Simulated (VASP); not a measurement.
Runs of VASP 6.6.1 on Rh. The structure is that of space group P6_3/mmc (No. 194), or close to it. The cells are those of the table. 

| cell | gap on the mesh (eV) | pressure (GPa) |
| --- | --- | --- |
| a = 2.758, b = 2.758, c = 4.472 Å, angles 90.0, 90.0, 120.0°, 2 atoms | none | -24.6 |
| a = 2.675, b = 2.675, c = 4.338 Å, angles 90.0, 90.0, 120.0°, 2 atoms | none | (b) |
| a = 2.703, b = 2.703, c = 4.384 Å, angles 90.0, 90.0, 120.0°, 2 atoms | none | (a) |
| a = 2.731, b = 2.731, c = 4.428 Å, angles 90.0, 90.0, 120.0°, 2 atoms | none | -18.9 |
| a = 2.785, b = 2.785, c = 4.515 Å, angles 90.0, 90.0, 120.0°, 2 atoms | none | -29.3 |

Alike in all rows: task single point; level LDA; potentials or basis VASP PAW LDA potentials, release 64 (Rh_pv); no spin polarisation; k mesh 12 × 12 × 7; cutoff (eV) 520; smearing methfessel-paxton 0.1 eV.

**Question.** Fill in the values left out.

**Answer.** (a) -11.9; (b) -3.2.

A k mesh can miss the band edges, and the runs leave out spin-orbit coupling on Rh.

A gap of «none» marks levels without a gap at the run's occupations.
